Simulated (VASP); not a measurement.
# Sr4TmSi (Cmmm) in VASP: further runs

Sr4TmSi is run at these levels: PBE; tasks: single point.

Everything below comes from runs of VASP 6.6.1. Logs are shortened: lines on timing, memory, paths and dates and some standing lists are left out, and cuts for length are marked.

### Step 1. The cell of the first run

Symmetry: Cmmm, No. 65, orthorhombic system. The conventional cell has a = 11.767 Å, b = 12.366 Å, c = 3.974 Å, α = 90.00°, β = 90.00°, γ = 90.00°. Sr (site symmetry 2mm) has 2 Si at 3.09 Å and 1 Tm at 3.51 Å and 2 Sr at 3.97 Å within 4.1 Å. Within 4.1 Å of Sr (site symmetry m2m) lie 1 Si at 3.10 Å and 2 Tm at 3.67 Å and 2 Sr at 3.97 Å. Tm (site symmetry mmm) has 6 Sr at 3.51 to 3.67 Å and 2 Tm at 3.97 Å within 4.6 Å. Si (site symmetry mmm) has 6 Sr at 3.09 to 3.10 Å and 2 Si at 3.97 Å within 4.1 Å.

The cell was built from a structure type or drawn by symmetry, and may not be a known phase.

### Step 2. Single point, PBE

INCAR

```
SYSTEM = Sr4TmSi
ALGO = Normal
EDIFF = 1E-6
ENCUT = 500
GGA = PE
GGA_COMPAT = .False.
ISIF = 2
ISMEAR = 0
LASPH = .True.
LCHARG = .False.
LMAXMIX = 6
LREAL = .False.
LWAVE = .False.
NBANDS = 36
NELM = 200
PREC = Accurate
SIGMA = 0.2
```

KPOINTS

```
k-points
0
Gamma
  3 3 4
  0 0 0
```

POSCAR

```
Sr4TmSi
1.0
    6.1830009176     -5.8835703913      0.0000000000
    6.1830009176      5.8835703913      0.0000000000
    0.0000000000      0.0000000000      3.9738911732
Sr Tm Si
4 1 1
Direct
    0.7986609174      0.2013390826      0.5000000000
    0.2504251565      0.2504251565      0.0000000000
    0.7495748435      0.7495748435      0.0000000000
    0.2013390826      0.7986609174      0.5000000000
    0.5000000000      0.5000000000      0.5000000000
    0.0000000000      0.0000000000      0.0000000000
```

Potentials or basis: VASP PAW PBE potentials, release 64 (Sr_sv, Tm_3, Si), 4f in core.

Command:

```console
cat potpaw_PBE.64/Sr_sv/POTCAR potpaw_PBE.64/Tm_3/POTCAR potpaw_PBE.64/Si/POTCAR > POTCAR
mpirun -np 1 vasp_std > vasp.out
```

OUTCAR:

```text
SYSTEM = Sr4TmSi
   EDIFF = 1E-6
   ENCUT = 500
   GGA = PE
   ISIF = 2
   ISMEAR = 0
   LASPH = .True.
   LREAL = .False.
   NELM = 200
   PREC = Accurate

 ion  position               nearest neighbor table
   1  0.799  0.201  0.500-   6 3.09   6 3.09   5 3.51   3 4.38   2 4.38   3 4.38   2 4.38   4 4.74
                             3 5.08   3 5.08   2 5.08   2 5.08
   2  0.250  0.250  0.000-   6 3.10   5 3.67   5 3.67   4 4.38   1 4.38   4 4.38   1 4.38   4 5.08
                             1 5.08   1 5.08   4 5.08
   3  0.750  0.750  0.000-   6 3.10   5 3.67   5 3.67   4 4.38   1 4.38   4 4.38   1 4.38   1 5.08
                             1 5.08   4 5.08   4 5.08
   4  0.201  0.799  0.500-   6 3.09   6 3.09   5 3.51   3 4.38   2 4.38   3 4.38   2 4.38   1 4.74
                             3 5.08   3 5.08   2 5.08   2 5.08
   5  0.500  0.500  0.500-   1 3.51   4 3.51   3 3.67   2 3.67   2 3.67   3 3.67
   6  0.000  0.000  0.000-   1 3.09   4 3.09   1 3.09   4 3.09   3 3.10   2 3.10

  LATTYP: Found a base centered orthorhombic cell.
 ALAT       =    11.7671407826
 B/A-ratio  =     1.0508926564
 C/A-ratio  =     0.3377108549

  Lattice vectors:

 A1 = (  -6.1830009176,  -5.8835703913,   0.0000000000)
 A2 = (   6.1830009176,  -5.8835703913,   0.0000000000)
 A3 = (   0.0000000000,   0.0000000000,   3.9738911732)

Analysis of symmetry for initial positions (statically):
=====================================================================
 Subroutine PRICEL returns:
 Original cell was already a primitive cell.

 Routine SETGRP: Setting up the symmetry group for a
 base centered orthorhombic supercell.

 Subroutine GETGRP returns: Found  8 space group operations
 (whereof  8 operations were pure point group operations)
 out of a pool of  8 trial point group operations.

The static configuration has the point symmetry D_2h.

Analysis of symmetry for dynamics (positions and initial velocities):
=====================================================================
 Subroutine PRICEL returns:
 Original cell was already a primitive cell.

 Routine SETGRP: Setting up the symmetry group for a
 base centered orthorhombic supercell.

 Subroutine GETGRP returns: Found  8 space group operations
 (whereof  8 operations were pure point group operations)
 out of a pool of  8 trial point group operations.

The dynamic configuration has the point symmetry D_2h.

 Subroutine INISYM returns: Found  8 space group operations
 (whereof  8 operations are pure point group operations),
 and found     1 'primitive' translations

----------------------------------------------------------------------------------------

                                     Primitive cell

  volume of cell :     289.1254

  direct lattice vectors                    reciprocal lattice vectors
     6.183000918 -5.883570391  0.000000000     0.080866881 -0.084982411  0.000000000
     6.183000918  5.883570391  0.000000000     0.080866881  0.084982411  0.000000000
     0.000000000  0.000000000  3.973891173     0.000000000  0.000000000  0.251642523

  length of vectors
     8.534981013  8.534981013  3.973891173     0.117309261  0.117309261  0.251642523

  position of ions in fractional coordinates (direct lattice)
     0.798660917  0.201339083  0.500000000
     0.250425157  0.250425157  0.000000000
     0.749574843  0.749574843  0.000000000
     0.201339083  0.798660917  0.500000000
     0.500000000  0.500000000  0.500000000
     0.000000000  0.000000000  0.000000000

  ion indices of the primitive-cell ions
   primitive index   ion index
                 1           1
                 2           2
                 3           3
                 4           4
                 5           5
                 6           6

----------------------------------------------------------------------------------------

 KPOINTS: k-points

Automatic generation of k-mesh.
 Grid dimensions read from file:
 generate k-points for:    3    3    4

 Generating k-lattice:

  Cartesian coordinates                     Fractional coordinates (reciprocal lattice)
     0.026955627 -0.028327470  0.000000000     0.333333333 -0.000000000  0.000000000
     0.026955627  0.028327470  0.000000000    -0.000000000  0.333333333  0.000000000
     0.000000000  0.000000000  0.062910631     0.000000000  0.000000000  0.250000000

  Length of vectors
     0.039103087  0.039103087  0.062910631

  Shift w.r.t. Gamma in fractional coordinates (k-lattice)
     0.000000000  0.000000000  0.000000000

 Subroutine IBZKPT returns following result:
 ===========================================

 Found     12 irreducible k-points:

 Following reciprocal coordinates:
            Coordinates               Weight
  0.000000  0.000000  0.000000      1.000000
  0.333333  0.000000  0.000000      4.000000
  0.333333  0.333333  0.000000      2.000000
 -0.333333  0.333333  0.000000      2.000000
  0.000000  0.000000  0.250000      2.000000
  0.333333  0.000000  0.250000      8.000000
  0.333333  0.333333  0.250000      4.000000
 -0.333333  0.333333  0.250000      4.000000
  0.000000  0.000000  0.500000      1.000000
  0.333333  0.000000  0.500000      4.000000
  0.333333  0.333333  0.500000      2.000000
 -0.333333  0.333333  0.500000      2.000000
   k-points           NKPTS =     12   k-points in BZ     NKDIM =     12   number of bands    NBANDS=     36
   number of dos      NEDOS =    301   number of ions     NIONS =      6
   total plane-waves  NPLWV = 122880
   dimension x,y,z NGX =    64 NGY =   64 NGZ =   30
   dimension x,y,z NGXF=   128 NGYF=  128 NGZF=   60
   ions per type =               4   1   1
   NGX,Y,Z   is equivalent  to a cutoff of  12.47, 12.47, 12.55 a.u.
   NGXF,Y,Z  is equivalent  to a cutoff of  24.93, 24.93, 25.10 a.u.
 SYSTEM =  Sr4TmSi
   PREC   = accura    normal or accurate (medium, high low for compatibility)
   ISTART =      0    job   : 0-new  1-cont  2-samecut
   ICHARG =      2    charge: 1-file 2-atom 10-const
   ISPIN  =      1    spin polarized calculation?
   LNONCOLLINEAR =      F non collinear calculations
   LSORBIT =      F    spin-orbit coupling
   LASPH  =      T    aspherical Exc in radial PAW
   ENCUT  =  500.0 eV  36.75 Ry    6.06 a.u.  15.56 15.56  7.25*2*pi/ulx,y,z
   NELM   =    200;   NELMIN=  2; NELMDL= -5     # of ELM steps
   EDIFF  = 0.1E-05   stopping-criterion for ELM
   LREAL  =      F    real-space projection
   EDIFFG = 0.1E-04   stopping-criterion for IOM
   NSW    =      0    number of steps for IOM
   IBRION =     -1    ionic relax: 0-MD 1-quasi-New 2-CG
   NFREE  =      0    steps in history (QN), initial steepest desc. (CG)
   ISIF   =      2    stress and relaxation
   ISYM   =      2    0-nonsym 1-usesym 2-fastsym
   POTIM  = 0.5000    time-step for ionic-motion
   TEBEG  =    0.0;   TEEND  =   0.0 temperature during run
   PSTRESS=    0.0 pullay stress
   NELECT =      53.0000    total number of electrons
   NUPDOWN=      -1.0000    fix difference up-down
   EMIN   =  10.00;   EMAX   =-10.00  energy-range for DOS
   EFERMI =   0.00;   METHOD = LEGACY
   ISMEAR =     0;   SIGMA  =   0.20  broadening in eV -4-tet -1-fermi 0-gaus
   EFERMI_NEDOS =   21; number of points for ismear=-14 and -15
   IALGO  =     38    algorithm
   IMIX   =      4    mixing-type and parameters
     AMIX     =   0.40;   BMIX     =  1.00
     AMIX_MAG =   1.60;   BMIX_MAG =  1.00
  volume/ion in A,a.u.               =      48.19       325.19
  Fermi-wavevector in a.u.,A,eV,Ry     =   0.929975  1.757398 11.767052  0.864854
  Thomas-Fermi vector in A             =   2.056315
   LORBIT       =      0    0 simple, 1 ext, 2 COOP (PROOUT), +10 PAW based schemes
   GGA     = PE    functional components
   LHFCALC =     F    Hartree Fock is set to
   AEXX    =    0.0000 exact exchange contribution
   IVDW    =     0    specifies the selected vdW correction
   LEPSILON=     F    determine dielectric tensor
   LRPA    =     F    only Hartree local field effects (RPA)
 non-spin polarized calculation
 Gauss-broadening in eV      SIGMA  =   0.20
  energy-cutoff  :      500.00
  volume of cell :      289.13
 maximum number of plane-waves:      7362
 NGX is ok and might be reduce to    64
   NGX = 31   NGY = 31   NGZ = 15

 number of electron      52.9999997 magnetization

 Free energy of the ion-electron system (eV)
  ---------------------------------------------------
  ext. energy  EPLUGINS =         0.00000000
  ---------------------------------------------------
  free energy    TOTEN  =       -15.06772160 eV

  energy without entropy =      -14.91807390  energy(sigma->0) =      -14.99289775

 E-fermi :   1.4607     XC(G=0):  -7.4777

 val. band max:        1.3877817341   @ k =   0.3333   0.3333   0.5000
 cond. band min:       1.4619340949   @ k =   0.3333   0.3333   0.5000
 fundamental gap:      0.0741523608
 Fermi energy:         1.4606754908

 k-point     1 :       0.0000    0.0000    0.0000
  band No.  band energies     occupation
      1     -34.7476      2.00000
      2     -34.7476      2.00000
      3     -34.5843      2.00000
      4     -34.5837      2.00000
      5     -25.1204      2.00000
      6     -25.0547      2.00000
[... 28 lines left out ...]
     35       3.6372      0.00000
     36       3.6907      0.00000

 k-point     2 :       0.3333    0.0000    0.0000
  band No.  band energies     occupation
      1     -34.7477      2.00000
      2     -34.7475      2.00000
      3     -34.5843      2.00000
      4     -34.5837      2.00000
      5     -25.1204      2.00000
      6     -25.0547      2.00000
[... 28 lines left out ...]
     35       3.4147      0.00000
     36       3.6794      0.00000

 k-point     3 :       0.3333    0.3333    0.0000
  band No.  band energies     occupation
      1     -34.7477      2.00000
      2     -34.7475      2.00000
      3     -34.5843      2.00000
      4     -34.5837      2.00000
      5     -25.1204      2.00000
      6     -25.0547      2.00000
[... 28 lines left out ...]
     35       3.3456      0.00000
     36       3.4352      0.00000

 k-point     4 :      -0.3333    0.3333    0.0000
  band No.  band energies     occupation
      1     -34.7476      2.00000
      2     -34.7476      2.00000
      3     -34.5844      2.00000
      4     -34.5837      2.00000
      5     -25.1204      2.00000
      6     -25.0547      2.00000
[... 28 lines left out ...]
     35       3.3429      0.00000
     36       3.3665      0.00000

 k-point     5 :       0.0000    0.0000    0.2500
  band No.  band energies     occupation
      1     -34.7414      2.00000
      2     -34.7413      2.00000
      3     -34.5781      2.00000
      4     -34.5776      2.00000
      5     -25.1172      2.00000
      6     -25.0513      2.00000
[... 28 lines left out ...]
     35       3.6175      0.00000
     36       3.6283      0.00000

 k-point     6 :       0.3333    0.0000    0.2500
  band No.  band energies     occupation
      1     -34.7414      2.00000
      2     -34.7413      2.00000
      3     -34.5782      2.00000
      4     -34.5775      2.00000
      5     -25.1172      2.00000
      6     -25.0513      2.00000
[... 28 lines left out ...]
     35       3.2999      0.00000
     36       3.6407      0.00000

 k-point     7 :       0.3333    0.3333    0.2500
  band No.  band energies     occupation
      1     -34.7414      2.00000
      2     -34.7413      2.00000
      3     -34.5781      2.00000
      4     -34.5776      2.00000
      5     -25.1172      2.00000
      6     -25.0513      2.00000
[... 28 lines left out ...]
     35       3.1059      0.00000
     36       3.6607      0.00000

 k-point     8 :      -0.3333    0.3333    0.2500
  band No.  band energies     occupation
      1     -34.7414      2.00000
      2     -34.7413      2.00000
      3     -34.5782      2.00000
      4     -34.5775      2.00000
      5     -25.1172      2.00000
      6     -25.0513      2.00000
[... 28 lines left out ...]
     35       3.2780      0.00000
     36       3.3810      0.00000

 k-point     9 :       0.0000    0.0000    0.5000
  band No.  band energies     occupation
      1     -34.7351      2.00000
      2     -34.7351      2.00000
      3     -34.5719      2.00000
      4     -34.5714      2.00000
      5     -25.1141      2.00000
      6     -25.0479      2.00000
[... 28 lines left out ...]
     35       3.1726      0.00000
     36       3.2058      0.00000

 k-point    10 :       0.3333    0.0000    0.5000
  band No.  band energies     occupation
      1     -34.7351      2.00000
      2     -34.7351      2.00000
      3     -34.5720      2.00000
      4     -34.5713      2.00000
      5     -25.1141      2.00000
      6     -25.0479      2.00000
[... 28 lines left out ...]
     35       3.2668      0.00000
     36       3.4965      0.00000

 k-point    11 :       0.3333    0.3333    0.5000
  band No.  band energies     occupation
      1     -34.7351      2.00000
      2     -34.7351      2.00000
      3     -34.5719      2.00000
      4     -34.5714      2.00000
      5     -25.1140      2.00000
      6     -25.0479      2.00000
[... 28 lines left out ...]
     35       3.5660      0.00000
     36       3.7927      0.00000

 k-point    12 :      -0.3333    0.3333    0.5000
  band No.  band energies     occupation
      1     -34.7351      2.00000
      2     -34.7351      2.00000
      3     -34.5720      2.00000
      4     -34.5713      2.00000
      5     -25.1140      2.00000
      6     -25.0479      2.00000
[... 28 lines left out ...]
     35       3.5809      0.00000
     36       3.7601      0.00000

------------------------ aborting loop because EDIFF is reached ----------------------------------------

  FORCE on cell =-STRESS in cart. coord.  units (eV):
  Direction    XX          YY          ZZ          XY          YZ          ZX
  --------------------------------------------------------------------------------------
  -------------------------------------------------------------------------------------
  Total        0.5775864      0.2585542     -0.0765195      0.0000000      0.0000000      0.0000000
  in kB        3.2006729      1.4327684     -0.4240298      0.0000000      0.0000000      0.0000000
  external PRESSURE =       1.4031372 kB  Pullay stress =       0.0000000 kB

 VOLUME and BASIS-vectors are now :
 -----------------------------------------------------------------------------
  energy-cutoff  :      500.00
  volume of cell :      289.13
      direct lattice vectors                 reciprocal lattice vectors
     6.183000918 -5.883570391  0.000000000     0.080866881 -0.084982411  0.000000000
     6.183000918  5.883570391  0.000000000     0.080866881  0.084982411  0.000000000
     0.000000000  0.000000000  3.973891173     0.000000000  0.000000000  0.251642523

 POSITION                                       TOTAL-FORCE (eV/Angst)
 -----------------------------------------------------------------------------------
      6.18300     -3.51439      1.98695         0.000000      0.023921      0.000000
      3.09676      0.00000      0.00000        -0.038361      0.000000     -0.000000
      9.26924      0.00000      0.00000         0.038361      0.000000     -0.000000
      6.18300      3.51439      1.98695         0.000000     -0.023921     -0.000000
      6.18300      0.00000      1.98695         0.000000     -0.000000     -0.000000
      0.00000      0.00000      0.00000         0.000000      0.000000     -0.000000
 -----------------------------------------------------------------------------------
    total drift:                               -0.000000     -0.000000     -0.000000

  FREE ENERGIE OF THE ION-ELECTRON SYSTEM (eV)
  ---------------------------------------------------
  free  energy   TOTEN  =       -15.0677216019 eV

  energy  without entropy=      -14.9180739035  energy(sigma->0) =      -14.99289775
```

Wall time 81 s (1 thread of AMD EPYC 9R45 (Zen 5), shared host); peak memory 0.38 GiB.

Results:

- Free energy: -15.0677 eV
- Pressure: 0.1 GPa
- Largest force: 0.038 eV/Å
- Band gap on the k mesh: zero (an odd number of electrons rules out a gap without spin polarisation)

Forces in eV/Å, atoms in the order of the input:
```
Sr   0.000  0.024  0.000
Sr  -0.038  0.000  0.000
Sr   0.038  0.000  0.000
Sr   0.000 -0.024  0.000
Tm   0.000  0.000  0.000
Si   0.000  0.000  0.000
```

Levels at points of the mesh, in eV from the Fermi level:
```tsv
k point	band 23	band 24	band 25	band 26	band 27	band 28	band 29	band 30
(0.00, 0.00, 0.00)	-2.18	-0.97	-0.53	-0.19	-0.16	0.33	0.54	0.73
(0.00, 0.00, 0.50)	-1.11	-1.04	-0.42	-0.28	0.16	0.17	0.73	0.81
```

Caveat: the k points lie up to 0.40 Å⁻¹ apart, too coarse for converged energies and pressures of a metal; spin-orbit coupling is left out, which moves the levels of the heavy elements; the 4f electrons are frozen in the core, so they carry no moment and show no levels. Spin polarisation is off, so any magnetic state and its effect on volume and gap are missing.

(Part 1 of 2 ends here.)
